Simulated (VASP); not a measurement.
Runs of VASP 6.6.1 on SiC (zincblende type). The structure is that of space group F-43m (No. 216), or close to it. The cells are those of the table. 

```tsv
task	cell	cutoff (eV)	gap on the mesh (eV)	pressure (GPa)
single point	a = 2.699 Å, angles 60.0°, 2 atoms	520	0.94	(a)
single point	a = 2.700 Å, angles 60.0°, 2 atoms	520	0.94	189.7
relaxation of cell and atoms	relaxed to 190 GPa from a = 2.625 Å, angles 60.0°, 2 atoms	600	0.94	189.9
relaxation of cell and atoms	relaxed to 190 GPa from a = 2.700 Å, angles 60.0°, 2 atoms	600	0.94	190.0
```

Alike in all rows: level PBE; potentials or basis VASP PAW PBE potentials, release 64 (Si, C); no spin polarisation; k mesh 17 × 17 × 17; smearing fermi-dirac 0.05 eV.

Q: Fill in the values left out.

A: (a) 190.2.

Caveats: the cell is relaxed towards a set pressure, so the enthalpy falls and the energy may rise (some runs).

A k mesh can miss the band edges.
